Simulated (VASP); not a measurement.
# ZnS (P6_3mc) in VASP: further runs

ZnS is run at these levels: r2SCAN; tasks: single point.

All numbers are computed with VASP 6.6.1; they aren't measurements. Logs are shortened: lines on timing, memory, paths and dates and some standing lists are left out, and cuts for length are marked.

## (1) The cell of the first run

Symmetry: P6_3mc, No. 186, hexagonal system. Conventional cell: a = 3.623 Å, b = 3.623 Å, c = 5.987 Å, α = 90.00°, β = 90.00°, γ = 120.00°. Within 2.9 Å of Zn (site symmetry 3m) lie 4 S at 2.23 Å. Within 2.9 Å of S (site symmetry 3m) lie 4 Zn at 2.23 Å.

## (2) Single point, r2SCAN

File POSCAR:

```
ZnS
1.0
    3.6226282809      0.0000000000      0.0000000000
   -1.8113141404      3.1372881197      0.0000000000
    0.0000000000      0.0000000000      5.9869321817
Zn S
2 2
Direct
    0.3333333333      0.6666666667      0.0065995202
    0.6666666667      0.3333333333      0.5065995202
    0.3333333333      0.6666666667      0.3784004798
    0.6666666667      0.3333333333      0.8784004798
```

File INCAR.step1:

```
SYSTEM = ZnS
ALGO = Normal
EDIFF = 1E-4
ENCUT = 520
GGA = PE
ISMEAR = 0
LASPH = .TRUE.
LCHARG = .FALSE.
LREAL = .FALSE.
LWAVE = .TRUE.
NBANDS = 26
NELM = 100
PREC = Accurate
SIGMA = 0.01
```

File INCAR.step2:

```
SYSTEM = ZnS
ALGO = Normal
EDIFF = 1E-7
ENCUT = 520
ISIF = 2
ISMEAR = 0
ISTART = 1
LASPH = .TRUE.
LCHARG = .FALSE.
LMIXTAU = .TRUE.
LREAL = .FALSE.
LWAVE = .FALSE.
METAGGA = R2SCAN
NBANDS = 26
NELM = 100
PREC = Accurate
SIGMA = 0.01
```

File KPOINTS:

```
k-points
0
G
  6 6 4
  0 0 0
```

Potentials or basis: VASP PAW PBE potentials, release 64 (Zn, S).

Started as:

```bash
cat potpaw_PBE.64/Zn/POTCAR potpaw_PBE.64/S/POTCAR > POTCAR
cp INCAR.step1 INCAR
mpirun -np 1 vasp_std > vasp.out
cp INCAR.step2 INCAR
mpirun -np 1 vasp_std > vasp.out
```

OUTCAR:

```text
SYSTEM = ZnS
   EDIFF = 1E-7
   ENCUT = 520
   ISIF = 2
   ISMEAR = 0
   ISTART = 1
   LASPH = .TRUE.
   LREAL = .FALSE.
   METAGGA = R2SCAN
   NELM = 100
   PREC = Accurate

 ion  position               nearest neighbor table
   1  0.333  0.667  0.007-   3 2.23   4 2.23   4 2.23   4 2.23
   2  0.667  0.333  0.507-   4 2.23   3 2.23   3 2.23   3 2.23
   3  0.333  0.667  0.378-   1 2.23   2 2.23   2 2.23   2 2.23
   4  0.667  0.333  0.878-   2 2.23   1 2.23   1 2.23   1 2.23

  LATTYP: Found a hexagonal cell.
 ALAT       =     3.6226282809
 C/A-ratio  =     1.6526487725

  Lattice vectors:

 A1 = (   3.6226282809,   0.0000000000,   0.0000000000)
 A2 = (  -1.8113141404,   3.1372881197,   0.0000000000)
 A3 = (   0.0000000000,   0.0000000000,   5.9869321817)

Analysis of symmetry for initial positions (statically):
=====================================================================
 Subroutine PRICEL returns:
 Original cell was already a primitive cell.

 Routine SETGRP: Setting up the symmetry group for a
 hexagonal supercell.

 Subroutine GETGRP returns: Found 12 space group operations
 (whereof  6 operations were pure point group operations)
 out of a pool of 24 trial point group operations.

The static configuration has the point symmetry C_3v.
 The point group associated with its full space group is C_6v.

Analysis of symmetry for dynamics (positions and initial velocities):
=====================================================================
 Subroutine PRICEL returns:
 Original cell was already a primitive cell.

 Routine SETGRP: Setting up the symmetry group for a
 hexagonal supercell.

 Subroutine GETGRP returns: Found 12 space group operations
 (whereof  6 operations were pure point group operations)
 out of a pool of 24 trial point group operations.

The dynamic configuration has the point symmetry C_3v.
 The point group associated with its full space group is C_6v.

 Subroutine INISYM returns: Found 12 space group operations
 (whereof  6 operations are pure point group operations),
 and found     1 'primitive' translations

----------------------------------------------------------------------------------------

                                     Primitive cell

  volume of cell :      68.0429

  direct lattice vectors                    reciprocal lattice vectors
     3.622628281  0.000000000  0.000000000     0.276042675  0.159373313  0.000000000
[... 86 lines left out ...]
   EDIFF  = 0.1E-06   stopping-criterion for ELM
   LREAL  =      F    real-space projection
   EDIFFG = 0.1E-05   stopping-criterion for IOM
   NSW    =      0    number of steps for IOM
   IBRION =     -1    ionic relax: 0-MD 1-quasi-New 2-CG
   NFREE  =      0    steps in history (QN), initial steepest desc. (CG)
   ISIF   =      2    stress and relaxation
   ISYM   =      2    0-nonsym 1-usesym 2-fastsym
   POTIM  = 0.5000    time-step for ionic-motion
   TEBEG  =    0.0;   TEEND  =   0.0 temperature during run
   PSTRESS=    0.0 pullay stress
   NELECT =      36.0000    total number of electrons
   NUPDOWN=      -1.0000    fix difference up-down
   EMIN   =  10.00;   EMAX   =-10.00  energy-range for DOS
   EFERMI =   0.00;   METHOD = LEGACY
   ISMEAR =     0;   SIGMA  =   0.01  broadening in eV -4-tet -1-fermi 0-gaus
   EFERMI_NEDOS =   21; number of points for ismear=-14 and -15
   IALGO  =     38    algorithm
   IMIX   =      4    mixing-type and parameters
     AMIX     =   0.40;   BMIX     =  1.00
     AMIX_MAG =   1.60;   BMIX_MAG =  1.00
  volume/ion in A,a.u.               =      17.01       114.79
  Fermi-wavevector in a.u.,A,eV,Ry     =   1.324082  2.502152 23.853635  1.753193
  Thomas-Fermi vector in A             =   2.453643
   LORBIT       =      0    0 simple, 1 ext, 2 COOP (PROOUT), +10 PAW based schemes
   METAGGA = R2SCAN    functional components
   LHFCALC =     F    Hartree Fock is set to
   AEXX    =    0.0000 exact exchange contribution
   IVDW    =     0    specifies the selected vdW correction
   LEPSILON=     F    determine dielectric tensor
   LRPA    =     F    only Hartree local field effects (RPA)
 non-spin polarized calculation
 Gauss-broadening in eV      SIGMA  =   0.01
  energy-cutoff  :      520.00
  volume of cell :       68.04
 maximum number of plane-waves:      1846
 NGX is ok and might be reduce to    28
   NGX = 13   NGY = 13   NGZ = 23

 number of electron      35.9999988 magnetization

 Free energy of the ion-electron system (eV)
  ---------------------------------------------------
  ext. energy  EPLUGINS =         0.00000000
  ---------------------------------------------------
  free energy    TOTEN  =       -37.29295374 eV

  energy without entropy =      -37.29295374  energy(sigma->0) =      -37.29295374

 E-fermi :   3.4639     XC(G=0): -11.0521

 val. band max:        3.3955267618   @ k =   0.0000   0.0000   0.0000
 cond. band min:       6.8547598799   @ k =   0.0000   0.0000   0.0000
 fundamental gap:      3.4592331181
 Fermi energy:         3.4639130325

 k-point     1 :       0.0000    0.0000    0.0000
  band No.  band energies     occupation
      1     -11.5185      2.00000
      2     -10.2804      2.00000
      3      -3.8754      2.00000
      4      -3.8329      2.00000
      5      -3.8328      2.00000
      6      -3.7126      2.00000
[... 598 lines left out ...]
     25      13.7126      0.00000
     26      13.7126      0.00000

------------------------ aborting loop because EDIFF is reached ----------------------------------------

  FORCE on cell =-STRESS in cart. coord.  units (eV):
  Direction    XX          YY          ZZ          XY          YZ          ZX
  --------------------------------------------------------------------------------------
  -------------------------------------------------------------------------------------
  Total        6.3852893      6.3852893      6.4115434      0.0000000     -0.0000000     -0.0000000
  in kB      150.3518040    150.3518040    150.9699994      0.0000000     -0.0000000     -0.0000000
  external PRESSURE =     150.5578691 kB  Pullay stress =       0.0000000 kB

 VOLUME and BASIS-vectors are now :
 -----------------------------------------------------------------------------
  energy-cutoff  :      520.00
  volume of cell :       68.04
      direct lattice vectors                 reciprocal lattice vectors
     3.622628281  0.000000000  0.000000000     0.276042675  0.159373313  0.000000000
    -1.811314140  3.137288120  0.000000000     0.000000000  0.318746625  0.000000000
     0.000000000  0.000000000  5.986932182     0.000000000  0.000000000  0.167030454

 POSITION                                       TOTAL-FORCE (eV/Angst)
 -----------------------------------------------------------------------------------
     -0.00000      2.09153      0.03951        -0.000000      0.000000     -0.002961
      1.81131      1.04576      3.03298         0.000000     -0.000000     -0.002961
     -0.00000      2.09153      2.26546         0.000000      0.000000      0.002961
      1.81131      1.04576      5.25892         0.000000      0.000000      0.002961
 -----------------------------------------------------------------------------------
    total drift:                                0.000001      0.000002     -0.028585

  FREE ENERGIE OF THE ION-ELECTRON SYSTEM (eV)
  ---------------------------------------------------
  free  energy   TOTEN  =       -37.2929537360 eV

  energy  without entropy=      -37.2929537360  energy(sigma->0) =      -37.29295374
```

OUTCAR.step1:

```text
SYSTEM = ZnS
   EDIFF = 1E-4
   ENCUT = 520
   GGA = PE
   ISMEAR = 0
   LASPH = .TRUE.
   LREAL = .FALSE.
   NELM = 100
[... 833 lines left out ...]
      1.81131      1.04576      3.03298        -0.000000      0.000000      0.003036
     -0.00000      2.09153      2.26546        -0.000000     -0.000000     -0.003036
      1.81131      1.04576      5.25892         0.000000      0.000000     -0.003036
 -----------------------------------------------------------------------------------
    total drift:                                0.000001      0.000001      0.001998

  FREE ENERGIE OF THE ION-ELECTRON SYSTEM (eV)
  ---------------------------------------------------
  free  energy   TOTEN  =       -13.0858233122 eV

  energy  without entropy=      -13.0858233122  energy(sigma->0) =      -13.08582331
```

OSZICAR.step1:

```text
N       E                     dE             d eps       ncg     rms          rms(c)
DAV:   1     0.252389745047E+03    0.25239E+03   -0.17305E+04  1092   0.177E+03
DAV:   2     0.110353647991E+02   -0.24135E+03   -0.23033E+03  1108   0.363E+02
DAV:   3    -0.133936179541E+02   -0.24429E+02   -0.24170E+02  1304   0.115E+02
DAV:   4    -0.139902541385E+02   -0.59664E+00   -0.59543E+00  1306   0.178E+01
DAV:   5    -0.139987240494E+02   -0.84699E-02   -0.84666E-02  1308   0.215E+00    0.130E+01
DAV:   6    -0.131041472297E+02    0.89458E+00   -0.17345E+00  1554   0.411E+01    0.968E+00
DAV:   7    -0.131010051013E+02    0.31421E-02   -0.17105E+00  1150   0.798E+00    0.389E+00
DAV:   8    -0.130881805532E+02    0.12825E-01   -0.40545E-02  1200   0.128E+00    0.126E+00
DAV:   9    -0.130855363286E+02    0.26442E-02   -0.18255E-02  1282   0.100E+00    0.275E-01
DAV:  10    -0.130856535084E+02   -0.11718E-03   -0.72809E-04  1260   0.305E-01    0.146E-01
DAV:  11    -0.130858290925E+02   -0.17558E-03   -0.20759E-04   998   0.199E-01    0.975E-02
DAV:  12    -0.130858233122E+02    0.57803E-05   -0.59546E-05   588   0.179E-01
   1 F= -.13085823E+02 E0= -.13085823E+02  d E =-.535727E-15
```

Wall time 2.8 min (1 thread of Intel Xeon Platinum 8488C (Sapphire Rapids), shared host); peak memory 0.2 GiB.

What came out:

* Free energy: -37.2930 eV
* Pressure: 15.1 GPa
* Band gap on the k mesh: 3.46 eV, direct

Forces on the atoms (eV/Å):
```
Zn   0.000  0.000 -0.003
Zn   0.000  0.000 -0.003
S    0.000  0.000  0.003
S    0.000  0.000  0.003
```

Caveat: the PAW data sets were made with another functional, which shifts forces and pressure a little. A k mesh can miss the band edges.

(Part 1 of 2 ends here.)
